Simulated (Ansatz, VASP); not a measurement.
## WS2 in VASP and in Ansatz

```
S W
1.0
     3.15955    0.00000    0.00000
    -1.57977    2.73625    0.00000
     0.00000    0.00000   23.80426
S W
4 2
Direct
  0.33333 0.66667 0.18904
  0.33333 0.66667 0.32146
  0.33333 0.00000 0.46597
  0.33333 0.00000 0.59839
  0.66667 0.33333 0.25525
  0.00000 0.33333 0.53218
```

Alike in both runs: task single point; functional PBE; dispersion D3(BJ); k mesh 9 × 9 × 1; occupations gaussian, width 0.05 eV; no spin polarisation.

```csv
,VASP,Ansatz
version,VASP 6.6.1,Ansatz 0.2.0
potentials or method,"VASP PAW PBE potentials, release 64 (S, W_sv), cutoff 520 eV","scalar-relativistic, plane waves, PAW"
valence electrons in the cell,52,52
```

Ansatz gave:

```
gap on the k mesh at the Fermi level (eV) : 1.73
least direct gap on the mesh (eV)         : 1.91
rms of the force components (eV/Å)        : 0.019
```

**Question.** Which values does VASP return?

**Answer.** gap on the k mesh at the Fermi level (eV): 1.74; least direct gap on the mesh (eV): 1.91; rms of the force components (eV/Å): 0.019.

Neither program's run includes spin-orbit coupling.
